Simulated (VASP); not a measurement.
The system is PbSe (Clausthalite).

```xyz
2
Lattice="0.0000 3.1207 3.1207 3.1207 0.0000 3.1207 3.1207 3.1207 0.0000" Properties=species:S:1:pos:R:3 pbc="T T T"
Pb    0.0000    0.0000    0.0000
Se    3.1207    3.1207    3.1207
```

Base run:

- Program: VASP 6.6.1
- Functional: PBE exchange alone
- Potentials or basis: VASP PAW PBE potentials, release 64 (Pb_d, Se)
- Cutoff: 520 eV
- k mesh: 8 × 8 × 8
- Occupations: fermi-dirac, width 0.05 eV
- Spin: no spin polarisation

Its results: band gap on the k mesh 0.58 eV, direct; pressure 7.5 GPa.

After a change of settings the same cell gave: band gap on the k mesh 0.38 eV, direct; pressure -3.1 GPa. Which change was it?
A. functional from PBE exchange alone to LDA; potentials or basis from VASP PAW PBE potentials, release 64 (Pb_d, Se) to VASP PAW LDA potentials, release 64 (Pb_d, Se)
B. functional from PBE exchange alone to PBEsol
C. functional from PBE exchange alone to PBE-based screened hybrid; k mesh from 8 × 8 × 8 to 4 × 4 × 4
D. functional from PBE exchange alone to r2SCAN; dispersion from none to rVV10

B.

Caveats: spin-orbit coupling is left out, which moves the levels of the heavy elements; the PAW data sets were made with another functional, which shifts forces and pressure a little (some runs).
